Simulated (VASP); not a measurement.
TiAl: single point with LDA

Crystal: TiAl.

```xyz
2
Lattice="2.8673 0.0000 0.0000 -1.4336 2.4831 0.0000 0.0000 0.0000 4.6781" Properties=species:S:1:pos:R:3 pbc="T T T"
Ti    0.0000    0.0000    0.0000
Al    0.0000    1.6554    2.3390
```

| Item | Value |
| --- | --- |
| Program | VASP 6.6.1 |
| Task | single point |
| Functional | LDA |
| Potentials or basis | VASP PAW LDA potentials, release 64 (Ti_sv, Al) |
| Cutoff | 520 eV |
| k mesh | 9 × 9 × 5 |
| Occupations | fermi-dirac, width 0.1 eV |
| Spin | no spin polarisation |
| Dipole correction | no |
| Further INCAR settings | ALGO = Normal; EDIFF = 1e-06; NBANDS = 14 |

```yaml
Pressure: -5.9 GPa
Band_gap_on_the_k_mesh: zero (an odd number of electrons rules out a gap without spin polarisation)
```

Stress tensor (GPa, compression positive):
```
-5.59  0.00  0.00
 0.00 -5.59  0.00
 0.00  0.00 -6.61
```

Levels at points of the mesh, in eV from the Fermi level:
| k point | band 5 | band 6 | band 7 | band 8 | band 9 | band 10 |
| --- | --- | --- | --- | --- | --- | --- |
| (0.00, 0.00, 0.00) | -8.95 | -2.32 | -1.82 | 1.22 | 1.22 | 2.68 |

It took 23 s on 1 thread of Intel Xeon 8259CL, with other jobs on the host, peak memory 0.14 GiB.

Caveat: the cell stands under tension.
